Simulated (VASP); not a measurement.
# Sr4AlO5 (P3m1) in VASP: further runs

Runs on Sr4AlO5. Level: PBE. Tasks: single point, relaxation of cell and atoms.

Program: VASP 6.6.1. These are calculated values, not measurements. Logs are shortened: lines on timing, memory, paths and dates and some standing lists are left out, and cuts for length are marked.

## 1. The cell of the first run

Symmetry: P3m1, No. 156, trigonal system. Conventional cell: a = 3.594 Å, b = 3.594 Å, c = 15.174 Å, α = 90.00°, β = 90.00°, γ = 120.00°. Sr (site symmetry 3m) has 6 O at 2.45 to 2.63 Å within 3.2 Å. Within 3.2 Å of Sr (site symmetry 3m) lie 6 O at 2.44 to 3.14 Å and 1 Al at 3.01 Å. Within 3.3 Å of Sr (site symmetry 3m) lie 6 O at 2.53 to 2.71 Å. Within 3.3 Å of Sr (site symmetry 3m) lie 6 O at 2.52 to 2.63 Å. Within 2.3 Å of Al (site symmetry 3m) lie 4 O at 1.73 to 2.17 Å. O (site symmetry 3m) has 6 Sr at 2.52 to 2.63 Å within 3.3 Å. O (site symmetry 3m) has 1 Al at 1.73 Å within 2.3 Å. Within 2.9 Å of O (site symmetry 3m) lie 3 Al at 2.17 Å.

## 2. Single point, PBE

The input, INCAR:

```
SYSTEM = Sr4AlO5
PREC     = Accurate       ! precision mode
ENCUT    = 520            ! plane-wave cutoff, eV
EDIFF    = 1E-6           ! SCF threshold, eV
ISMEAR   = 0              ! smearing method
SIGMA    = 0.1            ! smearing width, eV
LREAL    = .FALSE.        ! projectors in reciprocal space
LASPH    = .TRUE.         ! aspherical terms in the spheres
NELM     = 60             ! most SCF steps
ALGO     = Normal         ! electronic algorithm
ISIF     = 2              ! what is computed and relaxed
LWAVE    = .FALSE.        ! write WAVECAR
LCHARG   = .TRUE.         ! write CHGCAR
GGA      = PE             ! functional
LELF     = .TRUE.         ! ELF
LVHAR    = .TRUE.       
NBANDS   = 48             ! bands
```

The input, KPOINTS:

```
regular mesh
0
G
  6 6 1
  0 0 0
```

The input, POSCAR:

```
Sr4AlO5
1.0
    3.5938889936     -0.0000000029      0.0000000000
   -1.7969444943      3.1123991683      0.0000000000
    0.0000000000      0.0000000000     15.1740030416
Sr Al O
4 1 5
Direct
    0.6666666667      0.3333333333      0.1027266096
    0.3333333333      0.6666666667      0.5001817398
    0.0000000000      0.0000000000      0.7001310878
    0.3333333333      0.6666666667      0.9019203663
    0.3333333333      0.6666666667      0.3020659938
    0.0000000000      0.0000000000     -0.0040886979
    0.3333333333      0.6666666667      0.1881437732
    0.0000000000      0.0000000000      0.3450087746
    0.6666666667      0.3333333333      0.5851227953
    0.6666666667      0.3333333333      0.7950667075
```

Potentials or basis: VASP PAW PBE potentials, release 64 (Sr_sv, Al, O).

Command:

```sh
cat potpaw_PBE.64/Sr_sv/POTCAR potpaw_PBE.64/Al/POTCAR potpaw_PBE.64/O/POTCAR > POTCAR
mpirun -np 1 vasp_std > vasp.out
```

OUTCAR:

```text
SYSTEM = Sr4AlO5
   PREC = Accurate
   ENCUT = 520
   EDIFF = 1E-6
   ISMEAR = 0
   LREAL = .FALSE.
   LASPH = .TRUE.
   NELM = 60
   ISIF = 2
   GGA = PE

 ion  position               nearest neighbor table
   1  0.667  0.333  0.103-   7 2.45   7 2.45   7 2.45   6 2.63   6 2.63   6 2.63   5 3.67   5 3.67
                             5 3.67   4 3.69   4 3.69   4 3.69
   2  0.333  0.667  0.500-   9 2.44   9 2.44   9 2.44   5 3.01   8 3.14   8 3.14   8 3.14   3 3.68
                             3 3.68   3 3.68
   3  0.000  0.000  0.700-  10 2.53  10 2.53  10 2.53   9 2.71   9 2.71   9 2.71   2 3.68   2 3.68
                             2 3.68   4 3.70   4 3.70   4 3.70
   4  0.333  0.667  0.902-   6 2.52   6 2.52   6 2.52  10 2.63  10 2.63  10 2.63   1 3.69   1 3.69
                             1 3.69   3 3.70   3 3.70   3 3.70
   5  0.333  0.667  0.302-   7 1.73   8 2.17   8 2.17   8 2.17   2 3.01   1 3.67   1 3.67   1 3.67

   6  0.000  0.000  0.996-   4 2.52   4 2.52   4 2.52   1 2.63   1 2.63   1 2.63
   7  0.333  0.667  0.188-   5 1.73   1 2.45   1 2.45   1 2.45
   8  0.000  0.000  0.345-   5 2.17   5 2.17   5 2.17   2 3.14   2 3.14   2 3.14
   9  0.667  0.333  0.585-   2 2.44   2 2.44   2 2.44   3 2.71   3 2.71   3 2.71
  10  0.667  0.333  0.795-   3 2.53   3 2.53   3 2.53   4 2.63   4 2.63   4 2.63

  LATTYP: Found a hexagonal cell.
 ALAT       =     3.5938889936
 C/A-ratio  =     4.2221679825

  Lattice vectors:

 A1 = (   3.5938889936,  -0.0000000029,   0.0000000000)
 A2 = (  -1.7969444943,   3.1123991683,   0.0000000000)
 A3 = (   0.0000000000,   0.0000000000,  15.1740030416)

Analysis of symmetry for initial positions (statically):
=====================================================================
 Subroutine PRICEL returns:
 Original cell was already a primitive cell.

 Routine SETGRP: Setting up the symmetry group for a
 hexagonal supercell.

 Subroutine GETGRP returns: Found  6 space group operations
 (whereof  6 operations were pure point group operations)
 out of a pool of 24 trial point group operations.

The static configuration has the point symmetry C_3v.

Analysis of symmetry for dynamics (positions and initial velocities):
=====================================================================
 Subroutine PRICEL returns:
 Original cell was already a primitive cell.

 Routine SETGRP: Setting up the symmetry group for a
 hexagonal supercell.

 Subroutine GETGRP returns: Found  6 space group operations
 (whereof  6 operations were pure point group operations)
 out of a pool of 24 trial point group operations.

The dynamic configuration has the point symmetry C_3v.

[... 107 lines left out ...]
   NELECT =      73.0000    total number of electrons
   NUPDOWN=      -1.0000    fix difference up-down
   EMIN   =  10.00;   EMAX   =-10.00  energy-range for DOS
   EFERMI =   0.00;   METHOD = LEGACY
   ISMEAR =     0;   SIGMA  =   0.10  broadening in eV -4-tet -1-fermi 0-gaus
   EFERMI_NEDOS =   21; number of points for ismear=-14 and -15
   IALGO  =     38    algorithm
   IMIX   =      4    mixing-type and parameters
     AMIX     =   0.40;   BMIX     =  1.00
     AMIX_MAG =   1.60;   BMIX_MAG =  1.00
  volume/ion in A,a.u.               =      16.97       114.54
  Fermi-wavevector in a.u.,A,eV,Ry     =   1.235746  2.335221 20.777011  1.527067
  Thomas-Fermi vector in A             =   2.370383
   LORBIT       =      0    0 simple, 1 ext, 2 COOP (PROOUT), +10 PAW based schemes
   GGA     = PE    functional components
   LHFCALC =     F    Hartree Fock is set to
   AEXX    =    0.0000 exact exchange contribution
   IVDW    =     0    specifies the selected vdW correction
   LEPSILON=     F    determine dielectric tensor
   LRPA    =     F    only Hartree local field effects (RPA)
 non-spin polarized calculation
 Gauss-broadening in eV      SIGMA  =   0.10
  energy-cutoff  :      520.00
  volume of cell :      169.73
 maximum number of plane-waves:      4629
 NGX is ok and might be reduce to    28
   NGX = 13   NGY = 13   NGZ = 57

 number of electron      73.0000005 magnetization

 Free energy of the ion-electron system (eV)
  ---------------------------------------------------
  ext. energy  EPLUGINS =         0.00000000
  ---------------------------------------------------
  free energy    TOTEN  =       -59.27203590 eV

  energy without entropy =      -59.25608975  energy(sigma->0) =      -59.26406282

 E-fermi :   5.0648     XC(G=0):  -9.7907

 val. band max:        5.0634914804   @ k =   0.1667   0.1667   0.0000
 cond. band min:       5.1977028245   @ k =   0.0000   0.0000   0.0000
 fundamental gap:      0.1342113442
 Fermi energy:         5.0647656302

 k-point     1 :       0.0000    0.0000    0.0000
  band No.  band energies     occupation
      1     -31.4397      2.00000
      2     -31.0678      2.00000
      3     -30.4028      2.00000
      4     -30.1519      2.00000
      5     -15.2089      2.00000
      6     -14.7991      2.00000
[... 346 lines left out ...]
     47       9.2393      0.00000
     48       9.5287      0.00000

------------------------ aborting loop because EDIFF is reached ----------------------------------------

  FORCE on cell =-STRESS in cart. coord.  units (eV):
  Direction    XX          YY          ZZ          XY          YZ          ZX
  --------------------------------------------------------------------------------------
  -------------------------------------------------------------------------------------
  Total        0.5237732      0.5237732      0.2939160     -0.0000000      0.0000000      0.0000000
  in kB        4.9441735      4.9441735      2.7744299     -0.0000000      0.0000000      0.0000000
  external PRESSURE =       4.2209256 kB  Pullay stress =       0.0000000 kB

 VOLUME and BASIS-vectors are now :
 -----------------------------------------------------------------------------
  energy-cutoff  :      520.00
  volume of cell :      169.73
      direct lattice vectors                 reciprocal lattice vectors
     3.593888994 -0.000000003  0.000000000     0.278250108  0.160647774  0.000000000
    -1.796944494  3.112399168  0.000000000     0.000000000  0.321295549  0.000000000
     0.000000000  0.000000000 15.174003042     0.000000000  0.000000000  0.065902188

 POSITION                                       TOTAL-FORCE (eV/Angst)
 -----------------------------------------------------------------------------------
      1.79694      1.03747      1.55877         0.000000     -0.000000     -0.029557
      0.00000      2.07493      7.58976        -0.000000     -0.000000     -0.058592
      0.00000      0.00000     10.62379        -0.000000      0.000000     -0.022970
      0.00000      2.07493     13.68574         0.000000     -0.000000     -0.018782
      0.00000      2.07493      4.58355        -0.000000     -0.000000      0.046488
      0.00000      0.00000     15.11196        -0.000000      0.000000      0.018654
      0.00000      2.07493      2.85489        -0.000000     -0.000000      0.018929
      0.00000      0.00000      5.23516        -0.000000      0.000000     -0.003418
      1.79694      1.03747      8.87866         0.000000      0.000000      0.036438
      1.79694      1.03747     12.06434         0.000000      0.000000      0.012810
 -----------------------------------------------------------------------------------
    total drift:                                0.000001     -0.000000      0.000321

  FREE ENERGIE OF THE ION-ELECTRON SYSTEM (eV)
  ---------------------------------------------------
  free  energy   TOTEN  =       -59.2720358955 eV

  energy  without entropy=      -59.2560897477  energy(sigma->0) =      -59.26406282
```

OSZICAR:

```text
N       E                     dE             d eps       ncg     rms          rms(c)
DAV:   1     0.473806486374E+03    0.47381E+03   -0.37024E+04   672   0.143E+03
DAV:   2    -0.322051462919E+02   -0.50601E+03   -0.49306E+03   856   0.332E+02
DAV:   3    -0.689602275745E+02   -0.36755E+02   -0.36547E+02   928   0.824E+01
DAV:   4    -0.702842294583E+02   -0.13240E+01   -0.13185E+01  1016   0.136E+01
DAV:   5    -0.703338546131E+02   -0.49625E-01   -0.49613E-01   904   0.193E+00    0.344E+01
DAV:   6    -0.595491954717E+02    0.10785E+02   -0.62866E+01   776   0.300E+01    0.399E+01
DAV:   7    -0.595972242816E+02   -0.48029E-01   -0.45487E+00   904   0.802E+00    0.299E+01
DAV:   8    -0.595151583974E+02    0.82066E-01   -0.39365E+00   776   0.895E+00    0.839E+00
DAV:   9    -0.592871051450E+02    0.22805E+00   -0.11352E+00   920   0.574E+00    0.423E+00
DAV:  10    -0.592717161336E+02    0.15389E-01   -0.22748E-01   840   0.194E+00    0.252E+00
DAV:  11    -0.592755265031E+02   -0.38104E-02   -0.21779E-02   904   0.612E-01    0.163E+00
DAV:  12    -0.592728827922E+02    0.26437E-02   -0.10194E-02   944   0.472E-01    0.553E-01
DAV:  13    -0.592719624320E+02    0.92036E-03   -0.59055E-03   840   0.317E-01    0.225E-01
DAV:  14    -0.592720340252E+02   -0.71593E-04   -0.58231E-04   928   0.106E-01    0.127E-01
DAV:  15    -0.592720363169E+02   -0.22917E-05   -0.10095E-04  1024   0.435E-02    0.600E-02
DAV:  16    -0.592720357070E+02    0.60989E-06   -0.46954E-05   952   0.300E-02    0.760E-03
DAV:  17    -0.592720358955E+02   -0.18849E-06   -0.84781E-06   840   0.130E-02
   1 F= -.59272036E+02 E0= -.59264063E+02  d E =-.159461E-01
```

Run time: 62 s. Hardware: 1 thread of Intel Xeon Platinum 8488C (Sapphire Rapids), shared host; peak memory 0.31 GiB.

What came out:

| Property | Result |
| --- | --- |
| Free energy | -59.2720 eV |
| Pressure | 0.4 GPa |
| Largest force | 0.059 eV/Å |
| Band gap on the k mesh | zero (an odd number of electrons rules out a gap without spin polarisation) |

Forces on the atoms (eV/Å):
```
Sr   0.000  0.000 -0.030
Sr   0.000  0.000 -0.059
Sr   0.000  0.000 -0.023
Sr   0.000  0.000 -0.019
Al   0.000  0.000  0.046
O    0.000  0.000  0.019
O    0.000  0.000  0.019
O    0.000  0.000 -0.003
O    0.000  0.000  0.036
O    0.000  0.000  0.013
```

Stress tensor (GPa, compression positive):
```
0.49 0.00 0.00
0.00 0.49 0.00
0.00 0.00 0.28
```

Caveat: the k points lie up to 0.41 Å⁻¹ apart, too coarse for converged energies and pressures of a metal; an odd number of electrons without spin polarisation forces a metal; a magnetic or distorted state may lie lower.

## 3. Single point, PBE

This run uses another cell than the first one, of 17.22 Å³/atom.

The input, INCAR:

```
PREC = Accurate ; ENCUT = 520
EDIFF = 1E-6 ; ISMEAR = 0
SIGMA = 0.1 ; LREAL = False
LASPH = True ; NELM = 80
ALGO = Normal ; ISIF = 2
LWAVE = False ; LCHARG = False
GGA = PE ; NBANDS = 48
```

The input, KPOINTS:

```
regular mesh
0
Gamma
  6 6 1
```

The input, POSCAR:

```
Sr4AlO5
1.0
    3.5349284900      0.0000000000      0.0000000000
   -1.7674642400      3.0613378700      0.0000000000
    0.0000000000      0.0000000000     15.9134683000
Sr Al O
4 1 5
Direct
    0.6666666700      0.3333333300      0.1062209200
    0.3333333300      0.6666666700      0.4688954100
    0.0000000000      0.0000000000      0.6813372400
    0.3333333300      0.6666666700      0.8937790800
    0.3333333300      0.6666666700      0.3282556800
    0.0000000000      0.0000000000      0.0000000000
    0.3333333300      0.6666666700      0.2124418400
    0.0000000000      0.0000000000      0.3626744900
    0.6666666700      0.3333333300      0.5751163300
    0.6666666700      0.3333333300      0.7875581600
```

Potentials or basis: VASP PAW PBE potentials, release 64 (Sr_sv, Al, O).

Command:

```sh
cat potpaw_PBE.64/Sr_sv/POTCAR potpaw_PBE.64/Al/POTCAR potpaw_PBE.64/O/POTCAR > POTCAR
mpirun -np 1 vasp_std > vasp.out
```

OUTCAR:

```text
PREC = Accurate
   ENCUT = 520
   EDIFF = 1E-6
   ISMEAR = 0
   LREAL = False
   LASPH = True
   NELM = 80
   ISIF = 2
   GGA = PE

 ion  position               nearest neighbor table
   1  0.667  0.333  0.106-   7 2.65   6 2.65   7 2.65   6 2.65   6 2.65   7 2.65   4 3.95   4 3.95
                             4 3.95   5 4.08   5 4.08   5 4.08
   2  0.333  0.667  0.469-   5 2.24   9 2.65   8 2.65   9 2.65   8 2.65   8 2.65   9 2.65   3 3.95
                             3 3.95   3 3.95   5 4.18   5 4.18   5 4.18   5 4.18   5 4.18   5 4.18
   3  0.000  0.000  0.681-   9 2.65   9 2.65   9 2.65  10 2.65  10 2.65  10 2.65   2 3.95   2 3.95
[... 567 lines left out ...]

 VOLUME and BASIS-vectors are now :
 -----------------------------------------------------------------------------
  energy-cutoff  :      520.00
  volume of cell :      172.21
      direct lattice vectors                 reciprocal lattice vectors
     3.534928490  0.000000000  0.000000000     0.282891154  0.163327284  0.000000000
    -1.767464240  3.061337870  0.000000000     0.000000000  0.326654568  0.000000000
     0.000000000  0.000000000 15.913468300     0.000000000  0.000000000  0.062839852

 POSITION                                       TOTAL-FORCE (eV/Angst)
 -----------------------------------------------------------------------------------
      1.76746      1.02045      1.69034         0.000000     -0.000000      0.864699
     -0.00000      2.04089      7.46175        -0.000000      0.000000      8.600705
      0.00000      0.00000     10.84244         0.000000      0.000000      0.072027
     -0.00000      2.04089     14.22313         0.000000     -0.000000      0.138063
     -0.00000      2.04089      5.22369         0.000000      0.000000    -10.008087
      0.00000      0.00000      0.00000         0.000000      0.000000     -0.125956
     -0.00000      2.04089      3.38069        -0.000000      0.000000      0.594437
      0.00000      0.00000      5.77141         0.000000     -0.000000      0.489286
      1.76746      1.02045      9.15210        -0.000000     -0.000000     -0.591625
      1.76746      1.02045     12.53278         0.000000      0.000000     -0.033550
 -----------------------------------------------------------------------------------
    total drift:                               -0.000010      0.000005     -0.000489

  FREE ENERGIE OF THE ION-ELECTRON SYSTEM (eV)
  ---------------------------------------------------
  free  energy   TOTEN  =       -56.1077367523 eV

  energy  without entropy=      -56.0975800011  energy(sigma->0) =      -56.10265838
```

stdout:

```text
POSCAR found type information on POSCAR SrAlO
 POSCAR found :  3 types and      10 ions
 scaLAPACK will be used
 LDA part: xc-table for (Slater+PW92), standard interpolation
 POSCAR, INCAR and KPOINTS ok, starting setup
 FFT: planning ... GRIDC
 FFT: planning ... GRID_SOFT
 FFT: planning ... GRID
 WAVECAR not read
 entering main loop
```

Wall time 58 s (1 thread of Intel Xeon Platinum 8488C (Sapphire Rapids), shared host); peak memory 0.31 GiB.

Results:

| Property | Result |
| --- | --- |
| Free energy | -56.1077 eV |
| Pressure | -1.7 GPa |
| Largest force | 10.008 eV/Å |
| Band gap on the k mesh | zero (an odd number of electrons rules out a gap without spin polarisation) |

Forces on the atoms (eV/Å):
```
Sr    0.000   0.000   0.865
Sr    0.000   0.000   8.601
Sr    0.000   0.000   0.072
Sr    0.000   0.000   0.138
Al    0.000   0.000 -10.008
O     0.000   0.000  -0.126
O     0.000   0.000   0.594
O     0.000   0.000   0.489
O     0.000   0.000  -0.592
O     0.000   0.000  -0.034
```

Stress tensor (GPa, compression positive):
```
-0.01  0.00  0.00
 0.00 -0.01  0.00
 0.00  0.00 -5.03
```

Caveat: the k points lie up to 0.39 Å⁻¹ apart, too coarse for converged energies and pressures of a metal; an odd number of electrons without spin polarisation forces a metal; a magnetic or distorted state may lie lower.

[end of part 1 of 2]

The gap in the log of VASP goes by the Fermi energy; the results here count the filled bands.